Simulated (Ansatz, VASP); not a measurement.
**Sb in VASP and in Ansatz**

INCAR

```
SYSTEM = Sb
  ALGO = Normal
  EDIFF = 1E-8
  ENCUT = 520
  GGA = PE
  ISIF = 2
  ISMEAR = -1
  LASPH = .True.
  LCHARG = .False.
  LEFG = .True.
  LREAL = .False.
  LWAVE = .False.
  NBANDS = 12
  NELM = 100
  PREC = Accurate
  SIGMA = 0.05
```

KPOINTS

```
k-points
0
Gamma
  12 12 7
  0 0 0
```

Contents of POSCAR:

```
Sb
1.0
    3.3690001795      0.0000000000      0.0000000000
   -1.6845000898      2.9176397408      0.0000000000
    0.0000000000      0.0000000000      5.3833000000
Sb
2
Direct
    0.3333333333      0.6666666667      0.2500000000
    0.6666666667      0.3333333333      0.7500000000
```

Input for Ansatz:

```yaml
crystal:
  lattice:
    - [3.3690001795, 0.0, 0.0]
    - [-1.6845000898, 2.9176397408, 0.0]
    - [0.0, 0.0, 5.3833]
  atoms:
    - { symbol: Sb, position: [0.3333333333, 0.6666666667, 0.25] }
    - { symbol: Sb, position: [0.6666666667, 0.3333333333, 0.75] }
kpoints:
  mp_grid: { grid: [12, 12, 7] }
scf:
  occupations: { method: fermi_dirac, width: 0.05 }
hamiltonian:
  xc: pbe
  pseudopotentials: { kind: all_electron, datasets: crystal }
output:
  forces: true
  stress: true
  eigenvalues: true
  efg: { contact_densities: true }
```

Change from the starting cell: zz strain of +1 %, crystal datasets.

Alike in both runs: task electric field gradients; functional PBE; k mesh 12 × 12 × 7; occupations fermi-dirac, width 0.05 eV; no spin polarisation.

|  | VASP | Ansatz |
| --- | --- | --- |
| version | VASP 6.6.1 | Ansatz 0.2.0 |
| potentials or method | VASP PAW PBE potentials, release 64 (Sb), cutoff 520 eV | all-electron PAW with datasets made for the crystal, scalar-relativistic |

VASP gave:

| Property | Result |
| --- | --- |
| pressure (GPa) | 2.2 |
| traceless stress, the component that is largest in VASP (GPa) | -0.73 |
| size of Vzz on the site where it differs most (V/Å²) | 21.7 |

Which values does Ansatz return?

Pressure (GPa): 2.3; traceless stress, the component that is largest in VASP (GPa): -0.73; size of Vzz on the site where it differs most (V/Å²): 23.3.

Ansatz ran all-electron here, and VASP with PAW potentials.

Spin-orbit coupling is off throughout.
